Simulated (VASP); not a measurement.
The system is Sb.

```
Sb
1.0
     0.00000    2.37124    2.37124
     2.37124    0.00000    2.37124
     2.37124    2.37124    0.00000
Sb
1
Direct
  0.00000 0.00000 0.00000
```

```yaml
Program: VASP 6.6.1
Task: relaxation of cell and atoms
Functional: BLYP
Potentials_or_basis: VASP PAW PBE potentials, release 64 (Sb)
Cutoff: 600 eV
k_mesh: 10 × 10 × 10
Occupations: fermi-dirac, width 0.05 eV
Spin: no spin polarisation
```

At the start: pressure 7.9 GPa; volume 26.67 Å³/atom.

Question: How do energy, volume and symmetry change on relaxing?

Answer: Over 3 steps the energy falls by 80.5 meV/atom and the volume is 30.35 Å³/atom (+13.8 %); space group Fm-3m (No. 225, to 0.05 Å).

Step by step:
```tsv
step	energy change (eV)	largest force (eV/Å)	pressure (GPa)	volume (Å³)
1	0.0000	0.0000	7.91	26.67
2	-0.0687	0.0000	-2.06	32.07
3	-0.0805	0.0000	0.00	30.35
```

Final structure:
```
Sb
1.0
     0.00000    2.47573    2.47573
     2.47573    0.00000    2.47573
     2.47573    2.47573    0.00000
Sb
1
Direct
  0.00000 0.00000 0.00000
```

Caveat: the PAW data sets were made with another functional, which shifts forces and pressure a little.
